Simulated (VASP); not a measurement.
# Yb (Fm-3m) in VASP: further runs

Yb is run at these levels: PBE; tasks: single point.

Program: VASP 6.6.1. These are calculated values, not measurements. Logs are shortened: lines on timing, memory, paths and dates and some standing lists are left out, and cuts for length are marked.

**1. The cell of the first run**

The structure is cubic, space group Fm-3m (No. 225). Conventional cell: a = 5.230 Å, b = 5.230 Å, c = 5.230 Å, α = 90.00°, β = 90.00°, γ = 90.00°. Yb (site symmetry m-3m) has 12 Yb at 3.70 Å within 4.9 Å.

**2. Single point, PBE**

INCAR

```
ALGO = Normal ; EDIFF = 1E-6
ENCUT = 520 ; GGA = PE
ISIF = 2 ; ISMEAR = 0
LASPH = T ; LCHARG = T
LELF = T ; LREAL = F
LVHAR = T ; LWAVE = F
NBANDS = 18 ; NELM = 60
PREC = Accurate ; SIGMA = 0.1
```

KPOINTS

```
k-points
0
Gamma
  10 10 10
```

POSCAR

```
Yb
1.0
    0.0000000000      2.6151647068      2.6151647068
    2.6151647068      0.0000000000      2.6151647068
    2.6151647068      2.6151647068      0.0000000000
Yb
1
Direct
    0.0000000000      0.0000000000      0.0000000000
```

Potentials or basis: VASP PAW PBE potentials, release 64 (Yb).

On the command line:

```sh
$ cat potpaw_PBE.64/Yb/POTCAR > POTCAR
$ mpirun -np 1 vasp_std > vasp.out
```

OUTCAR:

```text
EDIFF = 1E-6
   ENCUT = 520
   GGA = PE
   ISIF = 2
   ISMEAR = 0
   LASPH = T
   LREAL = F
   NELM = 60
   PREC = Accurate

 ion  position               nearest neighbor table
   1  0.000  0.000  0.000-

  LATTYP: Found a face centered cubic cell.
 ALAT       =     5.2303294136

  Lattice vectors:

 A1 = (   0.0000000000,   2.6151647068,   2.6151647068)
 A2 = (   2.6151647068,   0.0000000000,   2.6151647068)
 A3 = (   2.6151647068,   2.6151647068,   0.0000000000)

Analysis of symmetry for initial positions (statically):
=====================================================================
 Subroutine PRICEL returns:
 Original cell was already a primitive cell.

 Routine SETGRP: Setting up the symmetry group for a
 face centered cubic supercell.

 Subroutine GETGRP returns: Found 48 space group operations
 (whereof 48 operations were pure point group operations)
 out of a pool of 48 trial point group operations.

The static configuration has the point symmetry O_h .

Analysis of symmetry for dynamics (positions and initial velocities):
=====================================================================
 Subroutine PRICEL returns:
 Original cell was already a primitive cell.

 Routine SETGRP: Setting up the symmetry group for a
 face centered cubic supercell.

 Subroutine GETGRP returns: Found 48 space group operations
 (whereof 48 operations were pure point group operations)
 out of a pool of 48 trial point group operations.

The dynamic configuration has the point symmetry O_h .

 Subroutine INISYM returns: Found 48 space group operations
 (whereof 48 operations are pure point group operations),
 and found     1 'primitive' translations

----------------------------------------------------------------------------------------

                                     Primitive cell

  volume of cell :      35.7707

  direct lattice vectors                    reciprocal lattice vectors
     0.000000000  2.615164707  2.615164707    -0.191192547  0.191192547  0.191192547
     2.615164707  0.000000000  2.615164707     0.191192547 -0.191192547  0.191192547
     2.615164707  2.615164707  0.000000000     0.191192547  0.191192547 -0.191192547

  length of vectors
     3.698401396  3.698401396  3.698401396     0.331155205  0.331155205  0.331155205

  position of ions in fractional coordinates (direct lattice)
     0.000000000  0.000000000  0.000000000

  ion indices of the primitive-cell ions
   primitive index   ion index
                 1           1

[... 65 lines left out ...]
   ISPIN  =      1    spin polarized calculation?
   LNONCOLLINEAR =      F non collinear calculations
   LSORBIT =      F    spin-orbit coupling
   LASPH  =      T    aspherical Exc in radial PAW
   ENCUT  =  520.0 eV  38.22 Ry    6.18 a.u.   6.88  6.88  6.88*2*pi/ulx,y,z
   NELM   =     60;   NELMIN=  2; NELMDL= -5     # of ELM steps
   EDIFF  = 0.1E-05   stopping-criterion for ELM
   LREAL  =      F    real-space projection
   EDIFFG = 0.1E-04   stopping-criterion for IOM
   NSW    =      0    number of steps for IOM
   IBRION =     -1    ionic relax: 0-MD 1-quasi-New 2-CG
   NFREE  =      0    steps in history (QN), initial steepest desc. (CG)
   ISIF   =      2    stress and relaxation
   ISYM   =      2    0-nonsym 1-usesym 2-fastsym
   POTIM  = 0.5000    time-step for ionic-motion
   TEBEG  =    0.0;   TEEND  =   0.0 temperature during run
   PSTRESS=    0.0 pullay stress
   NELECT =      24.0000    total number of electrons
   NUPDOWN=      -1.0000    fix difference up-down
   EMIN   =  10.00;   EMAX   =-10.00  energy-range for DOS
   EFERMI =   0.00;   METHOD = LEGACY
   ISMEAR =     0;   SIGMA  =   0.10  broadening in eV -4-tet -1-fermi 0-gaus
   EFERMI_NEDOS =   21; number of points for ismear=-14 and -15
   IALGO  =     38    algorithm
   IMIX   =      4    mixing-type and parameters
     AMIX     =   0.40;   BMIX     =  1.00
     AMIX_MAG =   1.60;   BMIX_MAG =  1.00
  volume/ion in A,a.u.               =      35.77       241.39
  Fermi-wavevector in a.u.,A,eV,Ry     =   1.433187  2.708331 27.946707  2.054025
  Thomas-Fermi vector in A             =   2.552733
   LORBIT       =      0    0 simple, 1 ext, 2 COOP (PROOUT), +10 PAW based schemes
   GGA     = PE    functional components
   LHFCALC =     F    Hartree Fock is set to
   AEXX    =    0.0000 exact exchange contribution
   IVDW    =     0    specifies the selected vdW correction
   LEPSILON=     F    determine dielectric tensor
   LRPA    =     F    only Hartree local field effects (RPA)
 non-spin polarized calculation
 Gauss-broadening in eV      SIGMA  =   0.10
  energy-cutoff  :      520.00
  volume of cell :       35.77
 maximum number of plane-waves:       982
   NGX = 13   NGY = 13   NGZ = 13

 number of electron      24.0000013 magnetization

 Free energy of the ion-electron system (eV)
  ---------------------------------------------------
  ext. energy  EPLUGINS =         0.00000000
  ---------------------------------------------------
  free energy    TOTEN  =        -3.56915660 eV

  energy without entropy =       -3.56405137  energy(sigma->0) =       -3.56660399

 E-fermi :   1.6203     XC(G=0):  -9.4611

 val. band max:        1.6177139458   @ k =  -0.3000   0.4000   0.2000
 cond. band min:       1.6893323136   @ k =   0.5000   0.5000   0.0000
 fundamental gap:      0.0716183677
 Fermi energy:         1.6202500973

 k-point     1 :       0.0000    0.0000    0.0000
  band No.  band energies     occupation
      1     -50.1102      2.00000
      2     -22.2972      2.00000
      3     -22.2972      2.00000
      4     -22.2972      2.00000
      5      -3.5777      2.00000
      6       1.1432      2.00000
[... 481 lines left out ...]
      5      -0.4000      2.00000
      6       1.2086      2.00000
[... 10 lines left out ...]
     17       8.0434      0.00000
     18      10.3176      0.00000

 [... further k-points ...]
[... 5 lines left out ...]
  --------------------------------------------------------------------------------------
  -------------------------------------------------------------------------------------
  Total        0.0878725      0.0878725      0.0878725      0.0000000      0.0000000      0.0000000
  in kB        3.9358306      3.9358306      3.9358306      0.0000000      0.0000000      0.0000000
  external PRESSURE =       3.9358306 kB  Pullay stress =       0.0000000 kB

 VOLUME and BASIS-vectors are now :
 -----------------------------------------------------------------------------
  energy-cutoff  :      520.00
  volume of cell :       35.77
      direct lattice vectors                 reciprocal lattice vectors
     0.000000000  2.615164707  2.615164707    -0.191192547  0.191192547  0.191192547
     2.615164707  0.000000000  2.615164707     0.191192547 -0.191192547  0.191192547
     2.615164707  2.615164707  0.000000000     0.191192547  0.191192547 -0.191192547

 POSITION                                       TOTAL-FORCE (eV/Angst)
 -----------------------------------------------------------------------------------
      0.00000      0.00000      0.00000        -0.000000     -0.000000      0.000000
 -----------------------------------------------------------------------------------
    total drift:                               -0.000000     -0.000000     -0.000000

  FREE ENERGIE OF THE ION-ELECTRON SYSTEM (eV)
  ---------------------------------------------------
  free  energy   TOTEN  =        -3.5691566035 eV

  energy  without entropy=       -3.5640513709  energy(sigma->0) =       -3.56660399
```

OSZICAR:

```text
N       E                     dE             d eps       ncg     rms          rms(c)
DAV:   1     0.120442472364E+03    0.12044E+03   -0.86067E+03  2116   0.915E+03
DAV:   2     0.126783310310E+02   -0.10776E+03   -0.10434E+03  2126   0.568E+02
DAV:   3    -0.135013312031E+01   -0.14028E+02   -0.13884E+02  2526   0.118E+02
DAV:   4    -0.359557823754E+01   -0.22454E+01   -0.22371E+01  3296   0.368E+01
[... 23 lines left out ...]
DAV:  28    -0.356917685308E+01    0.34929E-04   -0.28640E-05  2890   0.154E-01    0.818E-02
DAV:  29    -0.356916245359E+01    0.14399E-04   -0.15695E-05  2484   0.114E-01    0.383E-02
DAV:  30    -0.356915843526E+01    0.40183E-05   -0.36312E-06  1382   0.580E-02    0.262E-02
DAV:  31    -0.356915730737E+01    0.11279E-05   -0.11322E-06  1604   0.274E-02    0.163E-02
DAV:  32    -0.356915660351E+01    0.70386E-06   -0.90046E-07  1214   0.226E-02
   1 F= -.35691566E+01 E0= -.35666040E+01  d E =-.510523E-02
```

stdout:

```text
POSCAR found type information on POSCAR Yb
 POSCAR found :  1 types and       1 ions
 scaLAPACK will be used
 LDA part: xc-table for (Slater+PW92), standard interpolation
 POSCAR, INCAR and KPOINTS ok, starting setup
 FFT: planning ... GRIDC
 FFT: planning ... GRID_SOFT
 FFT: planning ... GRID
 WAVECAR not read
 entering main loop
```

Run time: 74 s. Hardware: 1 thread of Intel Xeon 6975P-C, shared host; peak memory 0.19 GiB.

Results:

```yaml
Free_energy: -3.5692 eV
Pressure: 0.4 GPa
Band_gap_on_the_k_mesh: zero (band 12 reaches 1.62 eV, above the bottom of band 13 at 1.60 eV)
```

Caveat: spin-orbit coupling is left out, which moves the levels of the heavy elements. Spin polarisation is off, so any magnetic state and its effect on volume and gap are missing.

**3. Single point, PBE**

INCAR

```
PREC = Accurate
ENCUT = 520
EDIFF = 1E-6
ISMEAR = 0
SIGMA = 0.2
LREAL = False
LASPH = True
NELM = 80
ALGO = Normal
ISIF = 2
LWAVE = False
LCHARG = False
GGA = PE
NBANDS = 18
```

KPOINTS

```
Automatic mesh
0
Gamma
  10 10 10
```

POSCAR is that of step 2.

Potentials or basis: VASP PAW PBE potentials, release 64 (Yb).

On the command line:

```sh
$ cat potpaw_PBE.64/Yb/POTCAR > POTCAR
$ mpirun -np 1 vasp_std > vasp.out
```

It took 56 s on 1 thread of Intel Xeon 6975P-C, shared host; peak memory 0.18 GiB.

It converged, with:

- Free energy: -3.5797 eV
- Pressure: -0.8 GPa
- Band gap on the k mesh: zero (band 12 reaches 1.60 eV, above the bottom of band 13 at 1.57 eV)

Levels at points of the mesh, in eV from the Fermi level:
```csv
k point,band 8,band 9,band 10,band 11,band 12,band 13,band 14,band 15,band 16,band 17
"(0.00, 0.00, 0.00)",-0.44,-0.44,-0.34,-0.34,-0.34,2.83,2.83,2.83,4.97,4.97
"(0.50, 0.00, 0.00)",-0.45,-0.45,-0.36,-0.36,-0.34,0.35,2.61,2.61,6.53,6.53
"(0.50, 0.50, 0.00)",-0.44,-0.44,-0.38,-0.37,-0.37,0.06,1.71,6.55,6.99,7.01
```

Caveat: spin-orbit coupling is left out, which moves the levels of the heavy elements.

**4. Single point, PBE**

INCAR

```
PREC = Accurate
ENCUT = 520
EDIFF = 1E-7
ISMEAR = 0
SIGMA = 0.3
LREAL = F
LASPH = T
NELM = 60
ALGO = Normal
ISIF = 2
LWAVE = F
LCHARG = T
GGA = PE
LELF = T
LVHAR = T
NBANDS = 18
```

KPOINTS

```
regular mesh
0
Gamma
  10 10 10
```

POSCAR is that of step 3.

On the command line:

```sh
$ cat potpaw_PBE.64/Yb/POTCAR > POTCAR
$ mpirun -np 1 vasp_std > vasp.out
```

It took 67 s on 1 thread of Intel Xeon 6975P-C, shared host; peak memory 0.19 GiB.

The run converged. Its results:

| Item | Value |
| --- | --- |
| Free energy | -3.6077 eV |
| Pressure | -0.2 GPa |
| Band gap on the k mesh | zero (band 12 reaches 1.57 eV, above the bottom of band 13 at 1.54 eV) |

Levels at points of the mesh, in eV from the Fermi level:
| k point | band 8 | band 9 | band 10 | band 11 | band 12 | band 13 | band 14 | band 15 | band 16 | band 17 |
| --- | --- | --- | --- | --- | --- | --- | --- | --- | --- | --- |
| (0.00, 0.00, 0.00) | -0.56 | -0.56 | -0.46 | -0.46 | -0.46 | 2.82 | 2.82 | 2.82 | 4.94 | 4.94 |
| (0.50, 0.00, 0.00) | -0.56 | -0.56 | -0.48 | -0.48 | -0.46 | 0.34 | 2.60 | 2.60 | 6.50 | 6.50 |
| (0.50, 0.50, 0.00) | -0.55 | -0.55 | -0.49 | -0.49 | -0.49 | 0.05 | 1.70 | 6.52 | 6.96 | 6.97 |

Caveat: spin-orbit coupling is left out, which moves the levels of the heavy elements.

**5. Single point, PBE**

INCAR

```
PREC = Accurate
ENCUT = 520
EDIFF = 1E-7
ISMEAR = 0
SIGMA = 0.6
LREAL = F
LASPH = T
NELM = 100
ALGO = Normal
ISIF = 2
LWAVE = F
LCHARG = F
GGA = PE
NBANDS = 18
```

KPOINTS

```
Automatic mesh
0
Gamma
  10 10 10
```

POSCAR is that of step 4.

On the command line:

```sh
$ cat potpaw_PBE.64/Yb/POTCAR > POTCAR
$ mpirun -np 1 vasp_std > vasp.out
```

It took 46 s on 1 thread of Intel Xeon 6975P-C, shared host; peak memory 0.19 GiB.

The run converged. Its results:

- Free energy: -3.7862 eV
- Pressure: 0.1 GPa
- Band gap on the k mesh: zero (band 12 reaches 1.50 eV, above the bottom of band 13 at 1.49 eV)

Levels at points of the mesh, in eV from the Fermi level:
```csv
k point,band 10,band 11,band 12,band 13,band 14,band 15
"(0.00, 0.00, 0.00)",-0.83,-0.83,-0.83,2.78,2.78,2.78
"(0.50, 0.00, 0.00)",-0.85,-0.85,-0.83,0.32,2.57,2.57
"(0.50, 0.50, 0.00)",-0.86,-0.86,-0.86,0.04,1.69,6.45
```

Caveat: spin-orbit coupling is left out, which moves the levels of the heavy elements. Spin polarisation is off, so any magnetic state and its effect on volume and gap are missing.

**6. Single point, PBE**

INCAR

```
PREC = Accurate
ENCUT = 520
EDIFF = 1E-7
ISMEAR = 0
SIGMA = 1.0
LREAL = False
LASPH = True
NELM = 100
ALGO = Normal
ISIF = 2
LWAVE = False
LCHARG = False
GGA = PE
NBANDS = 18
```

KPOINTS is that of step 5.

POSCAR is that of step 5.

Potentials or basis: VASP PAW PBE potentials, release 64 (Yb).

On the command line:

```sh
$ cat potpaw_PBE.64/Yb/POTCAR > POTCAR
$ mpirun -np 1 vasp_std > vasp.out
```

It took 64 s on 1 thread of Intel Xeon 6975P-C, shared host; peak memory 0.19 GiB.

It converged, with:

```
Free energy            : -4.1888 eV
Pressure               : 0.1 GPa
Band gap on the k mesh : zero (filled and empty bands overlap)
```

Levels at points of the mesh, in eV from the Fermi level:
| k point | band 9 | band 10 | band 11 | band 12 | band 13 | band 14 | band 15 | band 16 |
| --- | --- | --- | --- | --- | --- | --- | --- | --- |
| (0.00, 0.00, 0.00) | -1.39 | -1.30 | -1.30 | -1.30 | 2.75 | 2.75 | 2.75 | 4.83 |
| (0.50, 0.00, 0.00) | -1.36 | -1.32 | -1.32 | -1.30 | 0.33 | 2.54 | 2.54 | 6.35 |
| (0.50, 0.50, 0.00) | -1.33 | -1.33 | -1.33 | -1.22 | 0.03 | 1.70 | 6.37 | 6.80 |

Caveat: spin-orbit coupling is left out, which moves the levels of the heavy elements. Spin polarisation is off, so any magnetic state and its effect on volume and gap are missing.

**7. Single point, PBE**

INCAR

```
SYSTEM = Yb
PREC = Accurate ; ENCUT = 520
EDIFF = 1E-6 ; ISMEAR = 1
SIGMA = 0.1 ; LREAL = .FALSE.
LASPH = .TRUE. ; NELM = 100
ALGO = Normal ; ISIF = 2
LWAVE = .FALSE. ; LCHARG = .FALSE.
GGA = PE ; NBANDS = 18
```

KPOINTS

```
regular mesh
0
G
  10 10 10
  0 0 0
```

POSCAR is that of step 6.

On the command line:

```sh
$ cat potpaw_PBE.64/Yb/POTCAR > POTCAR
$ mpirun -np 1 vasp_std > vasp.out
```

Run time: 94 s. Hardware: 1 thread of Intel Xeon 6975P-C, shared host; peak memory 0.19 GiB.

It converged, with:

```yaml
Free_energy: -3.5659 eV
Pressure: 2.3 GPa
Band_gap_on_the_k_mesh: zero (band 12 reaches 1.67 eV, above the bottom of band 13 at 1.66 eV)
```

Levels at points of the mesh, in eV from the Fermi level:
| k point | band 10 | band 11 | band 12 | band 13 | band 14 | band 15 |
| --- | --- | --- | --- | --- | --- | --- |
| (0.00, 0.00, 0.00) | -0.07 | -0.07 | -0.07 | 2.96 | 2.96 | 2.96 |
| (0.50, 0.00, 0.00) | -0.09 | -0.09 | -0.06 | 0.48 | 2.74 | 2.74 |
| (0.50, 0.50, 0.00) | -0.10 | -0.10 | -0.09 | 0.17 | 1.83 | 6.69 |

Caveat: spin-orbit coupling is left out, which moves the levels of the heavy elements. Spin polarisation is off, so any magnetic state and its effect on volume and gap are missing.

**8. The runs side by side**

| smearing | gap on the mesh (eV) | pressure (GPa) |
| --- | --- | --- |
| gaussian 0.1 eV | none | 0.4 |
| gaussian 0.2 eV | none | -0.8 |
| gaussian 0.3 eV | none | -0.2 |
| gaussian 0.6 eV | none | 0.1 |
| gaussian 1 eV | none | 0.1 |
| methfessel-paxton 0.1 eV | none | 2.3 |

Alike in all rows: task single point; level PBE; potentials or basis VASP PAW PBE potentials, release 64 (Yb); no spin polarisation; cell as given; k mesh 10 × 10 × 10; cutoff (eV) 520.

Every run on the cell as given and a fine mesh finds a metal.

Caveats: spin-orbit coupling is left out, which moves the levels of the heavy elements.

Total energies depend on the potentials used, so only differences within one code and one set of settings carry meaning.
